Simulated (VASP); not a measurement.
SnTe, 2 atoms in the cell. It takes space group F-43m (No. 216, cubic). Conventional cell: a = 7.222 Å, b = 7.222 Å, c = 7.222 Å, α = 90.00°, β = 90.00°, γ = 90.00°. Within 4.1 Å of Te (site symmetry -43m) lie 4 Sn at 3.13 Å. Within 4.1 Å of Sn (site symmetry -43m) lie 4 Te at 3.13 Å. 

```yaml
Program: VASP 6.6.1
Task: single point
Functional: PBEsol
Potentials_or_basis: VASP PAW PBE potentials, release 64 (Te, Sn_d)
Cutoff: 520 eV
k_mesh: 6 × 6 × 6
Occupations: fermi-dirac, width 0.05 eV
Spin: no spin polarisation
Dipole_correction: no
Further_INCAR_settings: ALGO = Normal; EDIFF = 1e-06; NBANDS = 17
```

Potentials or basis: VASP PAW PBE potentials, release 64 (Te, Sn_d).

Command:

```sh
$ cat potpaw_PBE.64/Te/POTCAR potpaw_PBE.64/Sn_d/POTCAR > POTCAR
$ mpirun -np 1 vasp_std > vasp.out
```

Hardware: 1 thread of Intel Xeon 8259CL, on a shared host.

Task: How long does it take, and how much memory?

Result: It took 32 s on 1 thread of Intel Xeon 8259CL (shared host), peak memory 0.25 GiB. Counts: scf iterations 12, k points 16.
